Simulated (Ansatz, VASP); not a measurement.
## Te2Mo in VASP and in Ansatz

INCAR

```
SYSTEM = Te2Mo
  PREC = Accurate
  ENCUT = 520
  EDIFF = 1E-6
  ISMEAR = 0
  SIGMA = 0.05
  LREAL = .FALSE.
  LASPH = .TRUE.
  NELM = 60
  ALGO = Normal
  ISIF = 2
  LWAVE = .FALSE.
  LCHARG = .TRUE.
  GGA = PE
  LELF = .TRUE.
  LVHAR = .TRUE.
  NBANDS = 20
```

KPOINTS

```
regular mesh
0
G
  12 12 2
  0 0 0
```

POSCAR

```
Te2Mo
1.0
    3.3887522547      0.0000000000      0.0000000000
   -1.6943761274      2.9347455397      0.0000000000
    0.0000000000      0.0000000000     17.7367293009
Te Mo
2 1
Direct
    0.3333333333      0.6666666667      0.8967969900
    0.3333333333      0.6666666667      0.1032030100
    0.0000000000      0.0000000000      0.0000000000
```

Input for Ansatz:

```yaml
crystal:
  lattice:
    - [3.3887522547, 0.0, 0.0]
    - [-1.6943761274, 2.9347455397, 0.0]
    - [0.0, 0.0, 17.7367293009]
  atoms:
    - { symbol: Te, position: [0.3333333333, 0.6666666667, 0.89679699] }
    - { symbol: Te, position: [0.3333333333, 0.6666666667, 0.10320301] }
    - { symbol: Mo, position: [0.0, 0.0, 0.0] }
basis:
  ecutwfc: 420
kpoints:
  mp_grid: { grid: [12, 12, 2] }
hamiltonian:
  xc: pbe
  pseudopotentials: { kind: paw, azcp: { folder: soft_1 } }
scf:
  occupations: { method: gaussian, width: 0.05 }
output:
  forces: true
  stress: true
  eigenvalues: true
```

Alike in both runs: task single point; functional PBE; k mesh 12 × 12 × 2; occupations gaussian, width 0.05 eV; no spin polarisation.

|  | VASP | Ansatz |
| --- | --- | --- |
| version | VASP 6.6.1 | Ansatz 0.2.0 |
| potentials or method | VASP PAW PBE potentials, release 64 (Te, Mo_sv), cutoff 520 eV | scalar-relativistic, plane waves, PAW |
| valence electrons in the cell | 26 | 46 |

```tsv
	VASP	Ansatz	Ansatz less VASP
gap on the k mesh at the Fermi level (eV)	1.16	1.16	-0.001
least direct gap on the mesh (eV)	1.47	1.47	0.000
rms of the force components (eV/Å)	0.296	0.290	-0.0066
```

Atom by atom the forces differ by 0.007 eV/Å (rms over components). The functional is the same, so the differences come from potentials, cutoffs and numerics. VASP's potentials hold 26 valence electrons a cell and Ansatz's 46, so a difference there can come from the potentials and not from the codes.

Neither program's run includes spin-orbit coupling.
